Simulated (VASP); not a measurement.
Mo16H (a cell with a defect): single point with PBE

System: Mo16H (a cell with a defect).

```xyz
17
Lattice="6.3000 0.0000 0.0000 0.0000 6.3000 0.0000 0.0000 0.0000 6.3000" Properties=species:S:1:pos:R:3 pbc="T T T"
Mo   -0.0086    0.0106    0.0000
Mo    3.1535   -0.0009   -0.0001
Mo   -0.0554    3.2189    0.0000
Mo   -0.0104   -0.0103    3.1499
Mo    1.6100    1.5606    1.6788
Mo    3.1418    3.1593   -0.0001
Mo    3.1706   -0.0191    3.1500
Mo    4.7238    1.5804    1.5818
Mo   -0.0087    3.1606    3.1500
Mo    1.5711    4.7266    1.5806
Mo    1.6099    1.5606    4.6212
Mo    3.1652    3.1656    3.1500
Mo    4.7101    4.7383    1.5817
Mo    4.7238    1.5804    4.7182
Mo    1.5711    4.7266    4.7194
Mo    4.7101    4.7383    4.7183
H     1.0818    1.8012    0.0000
```

```
Program             : VASP 6.6.1
Task                : single point
Functional          : PBE
Potentials or basis : VASP PAW PBE potentials, release 64 (Mo_sv, H)
Cutoff              : 520 eV
k mesh              : 3 × 3 × 3
Occupations         : gaussian, width 0.1 eV
Spin                : no spin polarisation
```

The pressure is 6.5 GPa, the largest force is 0.398 eV/Å and the band gap on the k mesh is zero (an odd number of electrons rules out a gap without spin polarisation).

Forces in eV/Å, atoms in the order of the input:
```
Mo   0.008  0.024  0.000
Mo   0.023  0.010  0.000
Mo   0.021  0.035  0.000
Mo   0.001  0.024  0.000
Mo   0.045  0.030  0.003
Mo   0.010  0.019  0.000
Mo   0.001  0.027  0.000
Mo   0.014  0.005  0.004
Mo   0.013  0.016  0.000
Mo   0.021  0.011  0.004
Mo   0.045  0.030 -0.003
Mo   0.011  0.035  0.000
Mo   0.022 -0.005 -0.004
Mo   0.014  0.005 -0.005
Mo   0.021  0.011 -0.004
Mo   0.022 -0.005  0.004
H   -0.291 -0.272  0.000
```

Stress tensor (GPa, compression positive):
```
 5.79 -0.66  0.00
-0.66  5.48  0.00
 0.00  0.00  8.35
```

Levels at points of the mesh, in eV from the Fermi level:
| k point | band 110 | band 111 | band 112 | band 113 | band 114 | band 115 |
| --- | --- | --- | --- | --- | --- | --- |
| (0.00, 0.00, 0.00) | -0.73 | -0.73 | -0.69 | 0.53 | 0.58 | 0.69 |

Wall time 30 min on 1 thread of Intel Xeon 8259CL, with other jobs on the host, peak memory 0.49 GiB.
